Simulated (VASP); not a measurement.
Crystal: Y.

```
CELL_PARAMETERS angstrom
-1.72476 1.72476 2.60903
1.72476 -1.72476 2.60903
1.72476 1.72476 -2.60903
ATOMIC_POSITIONS crystal
Y 0.00000 0.00000 0.00000
```

```yaml
Program: VASP 6.6.1
Task: relaxation of cell and atoms
Functional: PBEsol
Potentials_or_basis: VASP PAW PBE potentials, release 64 (Y_sv)
Cutoff: 600 eV
k_mesh: 8 × 8 × 8
Occupations: gaussian, width 0.1 eV
Spin: no spin polarisation
```

At the start: pressure -0.5 GPa; volume 31.05 Å³/atom.

**Question.** How do energy, volume and symmetry change on relaxing?

**Answer.** Over 5 steps the energy falls by 12.6 meV/atom and the volume is 30.76 Å³/atom (-0.9 %); space group I4/mmm (No. 139, to 0.1 Å) before, Fm-3m (No. 225, to 0.1 Å).

Step by step:
```
step  energy change (eV)  largest force (eV/Å)  pressure (GPa)  volume (Å³)
   1              0.0000                0.0000           -0.50        31.05
   2             -0.0081                0.0000            0.14        30.61
   3             -0.0107                0.0000            0.70        30.22
   4             -0.0108                0.0000            0.78        30.16
   5             -0.0126                0.0000           -0.08        30.76
```

Final structure:
```
Y
1.0
    -1.75983    1.75983    2.48321
     1.75983   -1.75983    2.48321
     1.75983    1.75983   -2.48321
Y
1
Direct
  0.00000 0.00000 0.00000
```

Caveat: the PAW data sets were made with another functional, which shifts forces and pressure a little.
